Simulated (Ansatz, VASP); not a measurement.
## One calculation of Si3As2, two programs

```
Si As
1.0
     1.82491    1.05361    8.05387
    -1.82491    1.05361    8.05387
     0.00000   -2.10722    8.05387
Si As
3 2
Direct
  0.39864 0.39864 0.39864
  0.60136 0.60136 0.60136
  0.00000 0.00000 0.00000
  0.78415 0.78415 0.78415
  0.21585 0.21585 0.21585
```

Alike in both runs: functional PBE; k mesh 5 × 5 × 5; occupations gaussian, width 0.2 eV; no spin polarisation.

Ansatz relaxed the structure, and its values are those at the end. VASP's run is a single point on that final structure, the one shown.

|  | VASP | Ansatz |
| --- | --- | --- |
| version | VASP 6.6.1 | Ansatz 0.2.0 |
| potentials or method | VASP PAW PBE potentials, release 64 (Si, As), cutoff 500 eV | scalar-relativistic, plane waves, PAW |
| valence electrons in the cell | 22 | 42 |

|  | VASP | Ansatz | Ansatz less VASP |
| --- | --- | --- | --- |
| gap on the k mesh at the Fermi level (eV) | none | none | - |
| pressure (GPa) | 0.0 | -0.1 | -0.14 |
| rms of the force components (eV/Å) | 0.010 | 0.007 | -0.0035 |

A gap of «none» marks a metal or a gap that the smearing closes. VASP's potentials hold 22 valence electrons a cell and Ansatz's 42, so a difference there can come from the potentials and not from the codes.

The k mesh is coarse, so the values compare programs but aren't converged.
